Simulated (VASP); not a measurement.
Runs of VASP 6.6.1 on H20CO9. The cells are those of the table. 

| cell | gap on the mesh (eV) | pressure (GPa) | largest force (eV/Å) |
| --- | --- | --- | --- |
| a = 6.692, b = 5.045, c = 5.357 Å, 30 atoms | 4.82 | 6.6 | 4.97 |
| a = 6.404, b = 4.737, c = 4.679 Å, 30 atoms | (a) | 21.0 | 4.29 |
| a = 6.746 Å, 30 atoms | 4.62 | -0.2 | 2.70 |
| a = 5.387, b = 4.778, c = 5.016 Å, 30 atoms | 5.73 | 44.1 | (b) |

Alike in all rows: task single point; level PBE+D3(BJ); potentials or basis VASP PAW PBE potentials, release 64 (O, H, C); no spin polarisation; k mesh 1 × 1 × 1; cutoff (eV) 520; smearing fermi-dirac 0.05 eV.

Task: Fill in the values left out.

Result: (a) 6.00; (b) 5.51.

Caveats: all runs use coarse meshes.

A k mesh can miss the band edges.
